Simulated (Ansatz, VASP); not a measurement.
# Pd in VASP and in Ansatz

```xyz
1
Lattice="0.0000 1.9514 1.9514 1.9514 0.0000 1.9514 1.9514 1.9514 0.0000" Properties=species:S:1:pos:R:3 pbc="T T T"
Pd    0.0000    0.0000    0.0000
```

Change from the starting cell: volume scaled by 1.01, crystal datasets.

Alike in both runs: task electric field gradients; functional PBE; k mesh 18 × 18 × 18; occupations fermi-dirac, width 0.05 eV; no spin polarisation.

|  | VASP | Ansatz |
| --- | --- | --- |
| version | VASP 6.6.1 | Ansatz 0.2.0 |
| potentials or method | VASP PAW PBE potentials, release 64 (Pd), cutoff 520 eV | all-electron PAW with datasets made for the crystal, scalar-relativistic |

Ansatz gave:

```
pressure (GPa) : 5.5
```

Q: Estimate VASP's values.

A: Pressure (GPa): 5.2.

Ansatz ran all-electron here, and VASP with PAW potentials.
